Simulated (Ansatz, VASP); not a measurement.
# SrO in VASP and in Ansatz

```
CELL_PARAMETERS angstrom
0.00000 -2.59549 -2.59549
-2.59549 0.00000 -2.59549
2.59549 2.59549 -5.19098
ATOMIC_POSITIONS crystal
Sr 0.99918 0.99918 0.99918
Sr 0.49918 0.49918 0.49918
O 0.75447 0.75447 0.75447
O 0.25447 0.25447 0.25447
```

Change from the starting cell: mode 8 frozen in at -0.045 Å, equal normal strain along x, y and z +0.0250.

Alike in both runs: task single point; functional LDA; k mesh 9 × 9 × 8; occupations gaussian, width 0.05 eV; no spin polarisation.

|  | VASP | Ansatz |
| --- | --- | --- |
| version | VASP 6.6.1 | Ansatz 0.2.0 |
| potentials or method | VASP PAW LDA potentials, release 64 (Sr_sv, O), cutoff 520 eV | scalar-relativistic, plane waves, PAW |
| valence electrons in the cell | 32 | 32 |

```tsv
	VASP	Ansatz	Ansatz less VASP
gap on the k mesh at the Fermi level (eV)	3.19	3.25	+0.055
least direct gap on the mesh (eV)	3.30	3.35	+0.047
pressure (GPa)	-5.9	-6.5	-0.59
traceless stress, the component that is largest in VASP (GPa)	0.20	0.19	-0.012
rms of the force components (eV/Å)	0.051	0.047	-0.0044
```

LDA's correlation is that of Perdew and Zunger in VASP and of Perdew and Wang (1992) in Ansatz. Atom by atom the forces differ by 0.004 eV/Å (rms over components).
